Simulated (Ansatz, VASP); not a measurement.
# Ti2Re2Pb: VASP beside Ansatz

```
Ti Re Pb
1.0
    -2.02257    2.02257    5.30675
     2.02257   -2.02257    5.30675
     2.02257    2.02257   -5.30675
Ti Re Pb
2 2 1
Direct
  0.62600 0.62600 0.00000
  0.37400 0.37400 0.00000
  0.25000 0.75000 0.50000
  0.75000 0.25000 0.50000
  0.00000 0.00000 0.00000
```

Alike in both runs: task single point; functional PBE; k mesh 6 × 6 × 6; occupations gaussian, width 0.1 eV; no spin polarisation.

|  | VASP | Ansatz |
| --- | --- | --- |
| version | VASP 6.6.1 | Ansatz 0.2.0 |
| potentials or method | VASP PAW PBE potentials, release 64 (Ti_sv, Re_sv_GW, Pb_d), cutoff 560 eV | scalar-relativistic, plane waves, PAW |
| valence electrons in the cell | 68 | 68 |

```csv
,VASP,Ansatz,Ansatz less VASP
gap on the k mesh at the Fermi level (eV),none,none,-
pressure (GPa),20.9,21.5,+0.55
"traceless stress, the component that is largest in VASP (GPa)",5.51,5.64,+0.128
rms of the force components (eV/Å),0.945,0.943,-0.0024
```

Atom by atom the forces differ by 0.002 eV/Å (rms over components). A gap of «none» marks a metal or a gap that the smearing closes.

The k mesh is coarse, so the values compare programs but aren't converged. Spin-orbit coupling is off throughout.
